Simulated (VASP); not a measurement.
# Pt (Fd-3m) in VASP: notebook

Runs on Pt. Level: LDA. Tasks: density of states.

Program: VASP 6.6.1. These are calculated values, not measurements. Logs are shortened: lines on timing, memory, paths and dates and some standing lists are left out, and cuts for length are marked.

### Step 1. The cell of the first run

Symmetry: Fd-3m, No. 227, cubic system. The conventional cell has a = 5.351 Å, b = 5.351 Å, c = 5.351 Å, α = 90.00°, β = 90.00°, γ = 90.00°. Within 3.1 Å of Pt (site symmetry -43m) lie 4 Pt at 2.32 Å.

### Step 2. Density of states, LDA (volume scaled by 0.85)

Contents of POSCAR:

```
Pt
1.0
    0.0000000000      2.6754721398      2.6754721398
    2.6754721398      0.0000000000      2.6754721398
    2.6754721398      2.6754721398      0.0000000000
Pt
2
Direct
   -0.1250000000     -0.1250000000     -0.1250000000
    0.1250000000      0.1250000000      0.1250000000
```

Contents of INCAR.step1:

```
SYSTEM = Pt
PREC     = Accurate       ! precision mode
ENCUT    = 520            ! plane-wave cutoff, eV
EDIFF    = 1E-6           ! SCF threshold, eV
ISMEAR   = -1             ! smearing method
SIGMA    = 0.1            ! smearing width, eV
LREAL    = .False.        ! projectors in reciprocal space
LASPH    = .True.         ! aspherical terms in the spheres
NELM     = 60             ! most SCF steps
ALGO     = Normal         ! electronic algorithm
ISIF     = 2              ! what is computed and relaxed
LWAVE    = .False.        ! write WAVECAR
LCHARG   = .True.         ! write CHGCAR
LMAXMIX  = 4              ! l up to which the mixer works
GGA      = CA             ! functional
NBANDS   = 17             ! bands
```

Contents of KPOINTS.step1:

```
regular mesh
0
Gamma
  12 12 12
  0 0 0
```

Contents of INCAR.step2:

```
SYSTEM = Pt
PREC     = Accurate       ! precision mode
ENCUT    = 520            ! plane-wave cutoff, eV
EDIFF    = 1E-6           ! SCF threshold, eV
ISMEAR   = -5             ! smearing method
SIGMA    = 0.1            ! smearing width, eV
LREAL    = .False.        ! projectors in reciprocal space
LASPH    = .True.         ! aspherical terms in the spheres
NELM     = 60             ! most SCF steps
ALGO     = Normal         ! electronic algorithm
ISIF     = 2              ! what is computed and relaxed
LWAVE    = .False.        ! write WAVECAR
LCHARG   = .False.        ! write CHGCAR
LMAXMIX  = 4              ! l up to which the mixer works
GGA      = CA             ! functional
LORBIT   = 11             ! projections on sites
NEDOS    = 2001           ! points of the DOS
ICHARG   = 11             ! starting density
```

Contents of KPOINTS.step2:

```
regular mesh
0
Gamma
  18 18 18
  0 0 0
```

Potentials or basis: VASP PAW LDA potentials, release 64 (Pt).

On the command line:

```bash
$ cat potpaw_LDA.64/Pt/POTCAR > POTCAR
$ cp INCAR.step1 INCAR
$ cp KPOINTS.step1 KPOINTS
$ mpirun -np 1 vasp_std > vasp.out
$ cp INCAR.step2 INCAR
$ cp KPOINTS.step2 KPOINTS
$ mpirun -np 1 vasp_std > vasp.out
```

OUTCAR:

```text
SYSTEM = Pt
   PREC = Accurate
   ENCUT = 520
   EDIFF = 1E-6
   ISMEAR = -5
   LREAL = .False.
   LASPH = .True.
   NELM = 60
   ISIF = 2
   GGA = CA
   LORBIT = 11
   ICHARG = 11

 ion  position               nearest neighbor table
   1  0.875  0.875  0.875-   2 2.32   2 2.32   2 2.32   2 2.32
   2  0.125  0.125  0.125-   1 2.32   1 2.32   1 2.32   1 2.32

  LATTYP: Found a face centered cubic cell.
 ALAT       =     5.3509442796

  Lattice vectors:

 A1 = (   0.0000000000,   2.6754721398,   2.6754721398)
 A2 = (   2.6754721398,   0.0000000000,   2.6754721398)
 A3 = (   2.6754721398,   2.6754721398,   0.0000000000)

Analysis of symmetry for initial positions (statically):
=====================================================================
 Subroutine PRICEL returns:
 Original cell was already a primitive cell.

 Routine SETGRP: Setting up the symmetry group for a
 face centered cubic supercell.

 Subroutine GETGRP returns: Found 48 space group operations
 (whereof 12 operations were pure point group operations)
 out of a pool of 48 trial point group operations.

The static configuration has the point symmetry D_3d.
 The point group associated with its full space group is O_h .

Analysis of symmetry for dynamics (positions and initial velocities):
=====================================================================
 Subroutine PRICEL returns:
 Original cell was already a primitive cell.

 Routine SETGRP: Setting up the symmetry group for a
 face centered cubic supercell.

 Subroutine GETGRP returns: Found 48 space group operations
 (whereof 12 operations were pure point group operations)
 out of a pool of 48 trial point group operations.

The dynamic configuration has the point symmetry D_3d.
 The point group associated with its full space group is O_h .

 Subroutine INISYM returns: Found 48 space group operations
 (whereof 12 operations are pure point group operations),
 and found     1 'primitive' translations

----------------------------------------------------------------------------------------

                                     Primitive cell

  volume of cell :      38.3029

  direct lattice vectors                    reciprocal lattice vectors
     0.000000000  2.675472140  2.675472140    -0.186882903  0.186882903  0.186882903
     2.675472140  0.000000000  2.675472140     0.186882903 -0.186882903  0.186882903
     2.675472140  2.675472140  0.000000000     0.186882903  0.186882903 -0.186882903

  length of vectors
     3.783688986  3.783688986  3.783688986     0.323690683  0.323690683  0.323690683

  position of ions in fractional coordinates (direct lattice)
     0.875000000  0.875000000  0.875000000
     0.125000000  0.125000000  0.125000000

  ion indices of the primitive-cell ions
   primitive index   ion index
                 1           1
                 2           2

----------------------------------------------------------------------------------------

 KPOINTS: regular mesh

Automatic generation of k-mesh.
 Grid dimensions read from file:
 generate k-points for:   18   18   18

 Generating k-lattice:

  Cartesian coordinates                     Fractional coordinates (reciprocal lattice)
    -0.010382383  0.010382383  0.010382383     0.055555556  0.000000000  0.000000000
     0.010382383 -0.010382383  0.010382383     0.000000000  0.055555556  0.000000000
     0.010382383  0.010382383 -0.010382383     0.000000000  0.000000000  0.055555556

  Length of vectors
     0.017982816  0.017982816  0.017982816

  Shift w.r.t. Gamma in fractional coordinates (k-lattice)
     0.000000000  0.000000000  0.000000000

 TETIRR: Found    806 inequivalent tetrahedra from    34992

 Subroutine IBZKPT returns following result:
 ===========================================

 Found    195 irreducible k-points:

 Following reciprocal coordinates:
            Coordinates               Weight
  0.000000  0.000000  0.000000      1.000000
  0.055556  0.000000  0.000000      8.000000
  0.111111  0.000000  0.000000      8.000000
  0.166667  0.000000  0.000000      8.000000
  0.222222  0.000000  0.000000      8.000000
  0.277778  0.000000  0.000000      8.000000
[... 16 lines left out ...]
 -0.277778  0.055556  0.000000     24.000000
 -0.222222  0.055556  0.000000     24.000000
 [... further k-points ...]
   k-points           NKPTS =    195   k-points in BZ     NKDIM =    195   number of bands    NBANDS=     14
   number of dos      NEDOS =   2001   number of ions     NIONS =      2
   total plane-waves  NPLWV =  21952
   dimension x,y,z NGX =    28 NGY =   28 NGZ =   28
   dimension x,y,z NGXF=    56 NGYF=   56 NGZF=   56
   ions per type =               2
   NGX,Y,Z   is equivalent  to a cutoff of  12.30, 12.30, 12.30 a.u.
   NGXF,Y,Z  is equivalent  to a cutoff of  24.61, 24.61, 24.61 a.u.
 SYSTEM =  Pt
   PREC   = accura    normal or accurate (medium, high low for compatibility)
   ISTART =      0    job   : 0-new  1-cont  2-samecut
   ICHARG =     11    charge: 1-file 2-atom 10-const
   ISPIN  =      1    spin polarized calculation?
   LNONCOLLINEAR =      F non collinear calculations
   LSORBIT =      F    spin-orbit coupling
   LASPH  =      T    aspherical Exc in radial PAW
   ENCUT  =  520.0 eV  38.22 Ry    6.18 a.u.   7.04  7.04  7.04*2*pi/ulx,y,z
   NELM   =     60;   NELMIN=  2; NELMDL=  0     # of ELM steps
   EDIFF  = 0.1E-05   stopping-criterion for ELM
   LREAL  =      F    real-space projection
   EDIFFG = 0.1E-04   stopping-criterion for IOM
   NSW    =      0    number of steps for IOM
   IBRION =     -1    ionic relax: 0-MD 1-quasi-New 2-CG
   NFREE  =      0    steps in history (QN), initial steepest desc. (CG)
   ISIF   =      2    stress and relaxation
   ISYM   =      2    0-nonsym 1-usesym 2-fastsym
   POTIM  = 0.5000    time-step for ionic-motion
   TEBEG  =    0.0;   TEEND  =   0.0 temperature during run
   PSTRESS=    0.0 pullay stress
   NELECT =      20.0000    total number of electrons
   NUPDOWN=      -1.0000    fix difference up-down
   EMIN   =  10.00;   EMAX   =-10.00  energy-range for DOS
   EFERMI =   0.00;   METHOD = LEGACY
   ISMEAR =    -5;   SIGMA  =   0.10  broadening in eV -4-tet -1-fermi 0-gaus
   EFERMI_NEDOS =   21; number of points for ismear=-14 and -15
   IALGO  =     38    algorithm
   IMIX   =      4    mixing-type and parameters
     AMIX     =   0.40;   BMIX     =  1.00
     AMIX_MAG =   1.60;   BMIX_MAG =  1.00
  volume/ion in A,a.u.               =      19.15       129.24
  Fermi-wavevector in a.u.,A,eV,Ry     =   1.318280  2.491188 23.645058  1.737863
  Thomas-Fermi vector in A             =   2.448261
   LORBIT       =     11    0 simple, 1 ext, 2 COOP (PROOUT), +10 PAW based schemes
   GGA     = CA    functional components
   LHFCALC =     F    Hartree Fock is set to
   AEXX    =    0.0000 exact exchange contribution
   IVDW    =     0    specifies the selected vdW correction
   LEPSILON=     F    determine dielectric tensor
   LRPA    =     F    only Hartree local field effects (RPA)
 non-spin polarized calculation
 Fermi weights with tetrahedron method with Bloechl corrections
  energy-cutoff  :      520.00
  volume of cell :       38.30
 maximum number of plane-waves:      1056

 number of electron      19.9999998 magnetization

 Free energy of the ion-electron system (eV)
  ---------------------------------------------------
  ext. energy  EPLUGINS =         0.00000000
  ---------------------------------------------------
  free energy    TOTEN  =       -11.74800158 eV

  energy without entropy =      -11.74800158  energy(sigma->0) =      -11.74800158

 E-fermi :   8.1120     XC(G=0): -11.9551

 val. band max:        8.1262358406   @ k =  -0.3889   0.3333   0.0000
 cond. band min:       8.0735507366   @ k =   0.1667   0.0000   0.0000
 fundamental gap:     -0.0526851040
 Fermi energy:         8.1119535547

 k-point     1 :       0.0000    0.0000    0.0000
  band No.  band energies     occupation
      1      -0.8115      2.00000
      2       1.8520      2.00000
      3       1.8520      2.00000
      4       2.2836      2.00000
      5       2.2836      2.00000
      6       2.2836      2.00000
      7       5.4746      2.00000
      8       5.4746      2.00000
      9       5.4746      2.00000
     10       8.1117      2.00000
     11       8.1117      0.71376
     12      19.2598      0.00000
     13      19.4292      0.00000
     14      20.9487      0.00000

 k-point     2 :       0.0556    0.0000    0.0000
  band No.  band energies     occupation
      1      -0.7532      2.00000
      2       1.7997      2.00000
      3       1.7997      2.00000
      4       2.2766      2.00000
      5       2.3571      2.00000
      6       2.3571      2.00000
      7       5.4281      2.00000
      8       5.4649      2.00000
      9       5.4649      2.00000
     10       8.1089      2.00000
     11       8.1089      0.35114
     12      19.0349      0.00000
     13      19.2578      0.00000
     14      20.8162      0.00000

 k-point     3 :       0.1111    0.0000    0.0000
  band No.  band energies     occupation
      1      -0.5819      2.00000
      2       1.7085      2.00000
      3       1.7085      2.00000
      4       2.2574      2.00000
      5       2.5055      2.00000
      6       2.5055      2.00000
      7       5.3013      2.00000
      8       5.4445      2.00000
      9       5.4445      2.00000
     10       8.0982      2.00000
     11       8.0982      0.30725
     12      17.9168      0.00000
     13      19.0704      0.00000
     14      20.3856      0.00000
[... 324 lines left out ...]
 k-point    23 :      -0.2778    0.0556    0.0000
  band No.  band energies     occupation
      1       0.6063      2.00000
      2       1.4981      2.00000
      3       1.7907      2.00000
      4       2.1210      2.00000
      5       2.5769      2.00000
      6       2.9298      2.00000
      7       4.8538      2.00000
      8       5.4025      2.00000
      9       5.9164      2.00000
     10       7.6762      2.00000
     11       8.1206      0.66109
     12      12.6656      0.00000
     13      17.2221      0.00000
     14      18.3043      0.00000

 k-point    24 :      -0.2222    0.0556    0.0000
  band No.  band energies     occupation
      1       0.2156      2.00000
      2       1.4713      2.00000
      3       1.7559      2.00000
      4       2.1646      2.00000
      5       2.6069      2.00000
      6       2.9342      2.00000
      7       4.8749      2.00000
      8       5.3016      2.00000
      9       5.7668      2.00000
     10       7.7861      2.00000
     11       8.1838      0.05487
     12      14.2208      0.00000
     13      17.6196      0.00000
     14      18.5988      0.00000

 [... further k-points ...]
[... 5 lines left out ...]
  --------------------------------------------------------------------------------------
  -------------------------------------------------------------------------------------
  Total        8.2141409      8.2141409      8.2141409      0.0000000     -0.0000000     -0.0000000
  in kB      343.5907303    343.5907303    343.5907303      0.0000000     -0.0000000     -0.0000000
  external PRESSURE =     343.5907303 kB  Pullay stress =       0.0000000 kB

 VOLUME and BASIS-vectors are now :
 -----------------------------------------------------------------------------
  energy-cutoff  :      520.00
  volume of cell :       38.30
      direct lattice vectors                 reciprocal lattice vectors
     0.000000000  2.675472140  2.675472140    -0.186882903  0.186882903  0.186882903
     2.675472140  0.000000000  2.675472140     0.186882903 -0.186882903  0.186882903
     2.675472140  2.675472140  0.000000000     0.186882903  0.186882903 -0.186882903

 POSITION                                       TOTAL-FORCE (eV/Angst)
 -----------------------------------------------------------------------------------
      4.68208      4.68208      4.68208         0.000000     -0.000000     -0.000000
      0.66887      0.66887      0.66887        -0.000000      0.000000      0.000000
 -----------------------------------------------------------------------------------
    total drift:                                0.000000     -0.000000     -0.000000

  FREE ENERGIE OF THE ION-ELECTRON SYSTEM (eV)
  ---------------------------------------------------
  free  energy   TOTEN  =       -11.7480015787 eV

  energy  without entropy=      -11.7480015787  energy(sigma->0) =      -11.74800158

 total charge

# of ion       s       p       d       tot
------------------------------------------
    1        0.857   0.715   8.142   9.715
    2        0.857   0.715   8.142   9.715
--------------------------------------------------
tot          1.715   1.430  16.284  19.429
```

Run time: 40 s. Hardware: 1 thread of AMD EPYC 9R45 (Zen 5), shared host; peak memory 0.18 GiB.

What came out:

| Property | Result |
| --- | --- |
| Valence electrons inside the program's atomic spheres | Pt 9.71 |

Levels at points of the mesh, in eV from the Fermi level:
```tsv
k point	band 8	band 9	band 10	band 11	band 12	band 13
(0.00, 0.00, 0.00)	-2.64	-2.64	0.00	0.00	11.15	11.32
(0.50, 0.00, 0.00)	-1.88	-1.88	-0.56	-0.56	0.87	9.10
(0.50, 0.50, 0.00)	-3.50	-0.22	-0.22	1.46	1.46	3.73
```

Caveat: spin-orbit coupling is left out, which moves the levels of the heavy elements; tetrahedron occupations give inexact forces and stress in metals.

[end of part 1 of 2]
